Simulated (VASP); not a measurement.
CsSnBr3: band structure with PBE

Crystal: CsSnBr3.

```
CELL_PARAMETERS angstrom
5.76882 0.00000 0.00000
0.00000 5.76882 0.00000
0.00000 0.00000 5.76882
ATOMIC_POSITIONS crystal
Cs 0.00000 0.00000 0.00000
Sn 0.50000 0.50000 0.50000
Br 0.50000 0.00000 0.50000
Br 0.50000 0.50000 0.00000
Br 0.00000 0.50000 0.50000
```

```yaml
Program: VASP 6.6.1
Task: band structure
Functional: PBE
Potentials_or_basis: VASP PAW PBE potentials, release 64 (Cs_sv, Sn_d, Br)
Cutoff: 520 eV
k_mesh: 4 × 4 × 4
Occupations: gaussian, width 0.03 eV
Spin: spin-orbit coupling, no magnetisation
Further_INCAR_settings: ALGO = Normal; EDIFF = 1e-06
```

| Item | Value |
| --- | --- |
| Pressure | 1.5 GPa |
| Valence electrons inside the program's atomic spheres | Cs 6.55; Sn 12.04; Br 4.87 |

It took 21 min on 2 MPI ranks on Intel(R) Xeon(R) Platinum 8488C (Sapphire Rapids) (shared host), peak memory 0.86 GiB a rank.
